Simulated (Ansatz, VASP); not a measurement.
# Two plane-wave programs on Te2Mo

```
Te Mo
1.0
     3.46655    0.00000    0.00000
    -1.73327    3.00212    0.00000
     0.00000    0.00000   18.30820
Te Mo
2 1
Cartesian
  0.0000 2.0014 16.5128
  0.0000 2.0014 1.7954
  0.0000 0.0000 0.0000
```

Change from the starting cell: strain along c alone, the other axes held, atoms relaxed: +4.5 %.

Alike in both runs: functional LDA; k mesh 12 × 12 × 2; occupations gaussian, width 0.02 eV; no spin polarisation.

Ansatz relaxed the structure, and its values are those at the end. VASP's run is a single point on that final structure, the one shown.

|  | VASP | Ansatz |
| --- | --- | --- |
| version | VASP 6.6.1 | Ansatz 0.2.0 |
| potentials or method | VASP PAW LDA potentials, release 64 (Te, Mo_sv), cutoff 500 eV | scalar-relativistic, plane waves, PAW |
| valence electrons in the cell | 26 | 46 |

```tsv
	VASP	Ansatz	Ansatz less VASP
gap on the k mesh at the Fermi level (eV)	1.24	1.24	-0.001
least direct gap on the mesh (eV)	1.24	1.24	-0.001
rms of the force components (eV/Å)	0.024	0.004	-0.0203
```

LDA's correlation is that of Perdew and Zunger in VASP and of Perdew and Wang (1992) in Ansatz. VASP's potentials hold 26 valence electrons a cell and Ansatz's 46, so a difference there can come from the potentials and not from the codes. Ansatz's warnings: stress scf threshold loose.

Spin-orbit coupling is off throughout.
